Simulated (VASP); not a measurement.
PtF2:

```
Pt F
1.0
     2.83317    0.00000    0.00000
     0.00000    2.83317    0.00000
     0.00000    0.00000    4.00671
Pt F
1 2
Direct
  0.00000 0.00000 0.00000
  0.00000 0.00000 0.50000
  0.50000 0.50000 0.00000
```

This cell differs from its parent crystal: atoms taken out.

* Program: VASP 6.6.1
* Task: relaxation of cell and atoms
* Functional: PBE
* Potentials or basis: VASP PAW PBE potentials, release 64 (Pt, F)
* Cutoff: 600 eV
* k mesh: 6 × 6 × 4
* Occupations: gaussian, width 0.1 eV
* Spin: no spin polarisation

At the start: pressure 75.8 GPa; volume 10.72 Å³/atom.

**Question.** Where does the relaxation end?

**Answer.** Over 8 steps the energy falls by 798.1 meV/atom and the volume is 14.60 Å³/atom (+36.1 %); space group P4/mmm (No. 123, to 0.1 Å) before and after.

Step by step:
| step | energy change (eV) | largest force (eV/Å) | pressure (GPa) | volume (Å³) |
| --- | --- | --- | --- | --- |
| 1 | 0.0000 | 0.0000 | 75.79 | 32.16 |
| 2 | -0.7154 | 0.0000 | -25.21 | 61.42 |
| 3 | -2.3587 | 0.0000 | -3.51 | 44.84 |
| 4 | -2.3623 | 0.0000 | -2.54 | 44.44 |
| 5 | -2.3632 | 0.0000 | -1.82 | 44.16 |
| 6 | -2.3896 | 0.0000 | 1.42 | 43.38 |
| 7 | -2.3939 | 0.0000 | 0.43 | 43.59 |
| 8 | -2.3942 | 0.0000 | -0.09 | 43.79 |

Final structure:
```xyz
3
Lattice="3.2660 0.0000 0.0000 0.0000 3.2660 0.0000 0.0000 0.0000 4.1049" Properties=species:S:1:pos:R:3 pbc="T T T"
Pt    0.0000    0.0000    0.0000
F     3.2660    3.2660    2.0525
F     1.6330    1.6330    0.0000
```

Caveat: the k points lie up to 0.38 Å⁻¹ apart in the final cell, too coarse for converged energies and pressures of a metal; the cell differs from its parent crystal (atoms taken out); the volume moved by over 15 % at a fixed basis, so the end points are rough.
